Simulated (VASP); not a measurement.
A run of VASP 6.6.1 is set up as follows.

The input INCAR:

```
ALGO = Normal ; EDIFF = 1E-6
ENCUT = 520 ; GGA = PS
ISIF = 2 ; ISMEAR = -1
ISYM = 0 ; LASPH = True
LCHARG = False ; LREAL = Auto
LWAVE = False ; NBANDS = 166
NELM = 100 ; PREC = Accurate
SIGMA = 0.05
```

The input KPOINTS:

```
Automatic mesh
0
Gamma
  1 1 1
  0.25 0.25 0.25
```

File POSCAR:

```
Mg16Se3S13
1.0
   10.4693868717      0.0000000000      0.0000000000
    0.0000000000     10.4693868717      0.0000000000
    0.0000000000      0.0000000000     10.4693868717
S Se Mg
26 6 32
Direct
    0.2508040000      0.9993300000      0.9996620000
    0.2501370000      0.0001100000      0.4998070000
    0.2516510000      0.5009580000      0.9990070000
    0.7492240000      0.9995720000      0.9998640000
    0.7484370000      0.5009020000      0.9992090000
    0.7490390000      0.5001880000      0.5008000000
    0.9998930000      0.7510310000      0.9990840000
    0.9999960000      0.7510320000      0.5007900000
    0.5000060000      0.2500580000      0.9997760000
    0.5000210000      0.2500860000      0.4998180000
    0.5000760000      0.7503320000      0.9996680000
    0.0009020000      0.9984950000      0.2490500000
    0.0008370000      0.9985210000      0.7508320000
    0.9990490000      0.5019370000      0.7508660000
    0.4994080000      0.0006630000      0.2482420000
    0.4993080000      0.0009740000      0.7515860000
    0.5007290000      0.4994610000      0.2481260000
    0.5007190000      0.4993190000      0.7515690000
    0.2526390000      0.2483870000      0.2489420000
    0.2516670000      0.2492590000      0.7507580000
    0.2501400000      0.7517040000      0.2482070000
    0.2492800000      0.7508670000      0.7515140000
    0.7476030000      0.2502230000      0.2491080000
    0.7483450000      0.2508790000      0.7508260000
    0.7499720000      0.7502880000      0.2481010000
    0.7505010000      0.7494620000      0.7515120000
    0.2504810000      0.5000530000      0.5003870000
    0.7499850000      0.0002830000      0.4999220000
    0.0000990000      0.2498310000      0.9993980000
    0.0001550000      0.2496740000      0.5005620000
    0.4999160000      0.7501440000      0.4997780000
    0.9996040000      0.5011950000      0.2495010000
    0.0011690000      0.9944130000      0.9987880000
    0.0044160000      0.9950960000      0.5014020000
    0.9988090000      0.5066470000      0.9947440000
    0.9953570000      0.5057220000      0.5058240000
    0.4991230000      0.0000810000      0.9997170000
    0.4957930000      0.0042040000      0.5001470000
    0.5009290000      0.5003710000      0.9988110000
    0.5041230000      0.4959470000      0.5014210000
    0.2561350000      0.2488490000      0.9998100000
    0.2553640000      0.2457820000      0.4998090000
    0.2501610000      0.7511300000      0.9997970000
    0.2457170000      0.7544030000      0.4997220000
    0.7439080000      0.2512670000      0.9998850000
    0.7448810000      0.2545860000      0.4999620000
    0.7498330000      0.7493300000      0.9997690000
    0.7541690000      0.7459220000      0.4998030000
    0.2512620000      0.9999980000      0.2473020000
    0.2502050000      0.0000260000      0.7521580000
    0.2556690000      0.5000900000      0.2441040000
    0.2512410000      0.5000160000      0.7551050000
    0.7487600000      0.0000520000      0.2445410000
    0.7497790000      0.0001230000      0.7552760000
    0.7448760000      0.5002450000      0.2472330000
    0.7486660000      0.5001420000      0.7523620000
    0.9999870000      0.2440710000      0.2498520000
    0.9999480000      0.2488000000      0.7500830000
    0.9999590000      0.7550460000      0.2484110000
    0.9998910000      0.7513180000      0.7511020000
    0.5002110000      0.2488420000      0.2484910000
    0.4999070000      0.2499190000      0.7509300000
    0.5000730000      0.7513610000      0.2444340000
    0.4998610000      0.7503310000      0.7549060000
```

Potentials or basis: VASP PAW PBE potentials, release 64 (S, Se, Mg).

Launch:

```bash
$ cat potpaw_PBE.64/S/POTCAR potpaw_PBE.64/Se/POTCAR potpaw_PBE.64/Mg/POTCAR > POTCAR
$ mpirun -np 1 vasp_std > vasp.out
```

**Question.** Estimate the band gap on the k mesh.

**Answer.** 3.00 eV.

**Question.** What does it give for the pressure?

**Answer.** -0.2 GPa.

**Question.** Estimate the largest force.

**Answer.** 0.020 eV/Å.

Forces on the atoms (eV/Å):
```
S    0.002 -0.002  0.005
S    0.000 -0.002  0.006
S    0.000  0.002  0.002
S    0.002 -0.007 -0.001
S   -0.005  0.006 -0.005
S    0.005  0.003 -0.001
S    0.004 -0.003  0.002
S   -0.003 -0.002 -0.002
S    0.001  0.003 -0.003
S    0.003 -0.002  0.004
S   -0.003 -0.004  0.001
S   -0.002  0.002 -0.003
S   -0.002  0.002  0.004
S    0.004 -0.009  0.002
S   -0.003  0.002 -0.008
S   -0.005 -0.008 -0.002
S    0.004 -0.001  0.001
S    0.001  0.003  0.004
S   -0.005 -0.005 -0.003
S   -0.003 -0.002  0.001
S   -0.003  0.003 -0.012
S    0.002  0.003  0.000
S   -0.001 -0.007 -0.008
S    0.002  0.000  0.001
S   -0.001 -0.007 -0.001
S    0.002  0.000  0.004
Se   0.012  0.005  0.010
Se   0.003  0.016 -0.004
Se  -0.003 -0.005 -0.011
Se  -0.002 -0.005  0.009
Se  -0.001  0.012 -0.016
Se  -0.011  0.011 -0.010
Mg  -0.002 -0.011 -0.001
Mg   0.005 -0.009  0.000
Mg   0.001  0.008 -0.004
Mg  -0.004  0.006  0.006
Mg   0.000 -0.002 -0.001
Mg  -0.008  0.009  0.000
Mg  -0.002 -0.001 -0.001
Mg   0.003 -0.007 -0.004
Mg   0.008  0.009  0.006
Mg   0.004 -0.002 -0.005
Mg   0.001 -0.006  0.003
Mg  -0.004  0.000  0.000
Mg  -0.005  0.002  0.005
Mg  -0.009  0.007 -0.004
Mg  -0.001 -0.002  0.003
Mg   0.004 -0.008 -0.002
Mg   0.001  0.003  0.002
Mg   0.003  0.001  0.001
Mg   0.002 -0.007  0.000
Mg  -0.001  0.001  0.003
Mg   0.000  0.006 -0.008
Mg   0.000  0.002  0.006
Mg  -0.006 -0.006  0.003
Mg   0.003 -0.001 -0.002
Mg   0.005 -0.001  0.010
Mg   0.001 -0.001 -0.007
Mg   0.004  0.009  0.008
Mg   0.001  0.000 -0.002
Mg  -0.005  0.002  0.007
Mg   0.004 -0.002  0.005
Mg  -0.001  0.000  0.001
Mg   0.002  0.002  0.006
```

Caveat: the PAW data sets were made with another functional, which shifts forces and pressure a little; a shifted mesh leaves out Γ, where band edges can lie. A k mesh can miss the band edges.
